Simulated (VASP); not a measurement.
Wanted: the native input for a VASP 6.6.1 run.

```
Task                   : single point
Functional             : r2SCAN
Potentials or basis    : VASP PAW PBE potentials, release 64 (C)
Cutoff                 : 660 eV
k mesh                 : 10 × 10 × 10
Occupations            : gaussian, width 0.02 eV
Spin                   : no spin polarisation
Dipole correction      : no
Further INCAR settings : ALGO = Normal; EDIFF = 1e-06; NBANDS = 11
```

Crystal: C.

```
C
1.0
     0.00000    1.76234    1.76234
     1.76234    0.00000    1.76234
     1.76234    1.76234    0.00000
C
2
Direct
  0.00000 0.00000 0.00000
  0.25000 0.25000 0.25000
```

This cell differs from its parent crystal: strained cell.

The input as run:

POSCAR

```
C
1.0
    0.0000000000      1.7623370986      1.7623370986
    1.7623370986      0.0000000000      1.7623370986
    1.7623370986      1.7623370986      0.0000000000
C
2
Direct
    0.0000000000      0.0000000000      0.0000000000
    0.2500000000      0.2500000000      0.2500000000
```

INCAR.step1

```
SYSTEM = C
PREC = Accurate ; ENCUT = 660
ISMEAR = 0 ; SIGMA = 0.02
LREAL = .FALSE. ; LASPH = .TRUE.
NELM = 120 ; NBANDS = 11
GGA = PE ; ALGO = Normal
EDIFF = 1E-5 ; LWAVE = .TRUE.
LCHARG = .FALSE. ; GGA_COMPAT = .FALSE.
```

INCAR.step2

```
SYSTEM = C
PREC = Accurate ; ENCUT = 660
EDIFF = 1E-6 ; ISMEAR = 0
SIGMA = 0.02 ; LREAL = .FALSE.
LASPH = .TRUE. ; NELM = 120
ALGO = Normal ; ISIF = 2
LWAVE = .FALSE. ; LCHARG = .FALSE.
METAGGA = R2SCAN ; LMIXTAU = .TRUE.
NBANDS = 11 ; ISTART = 1
GGA_COMPAT = .FALSE.
```

KPOINTS

```
regular mesh
0
G
  10 10 10
  0 0 0
```

Potentials or basis: VASP PAW PBE potentials, release 64 (C).

Run with:

```bash
$ cat potpaw_PBE.64/C/POTCAR > POTCAR
$ cp INCAR.step1 INCAR
$ mpirun -np 1 vasp_std > vasp.out
$ cp INCAR.step2 INCAR
$ mpirun -np 1 vasp_std > vasp.out
```

Results of the run:

| Quantity | Value |
| --- | --- |
| Pressure | 14.6 GPa |
| Band gap on the k mesh | 4.45 eV (least direct gap 5.93 eV) |

Caveat: the cell differs from its parent crystal (strained cell); the cell stands under pressure; the PAW data sets were made with another functional, which shifts forces and pressure a little.

Run time: 52 s on 1 thread of AMD EPYC 7R13 Processor (Zen 3), with other jobs on the host, peak memory 0.1 GiB.
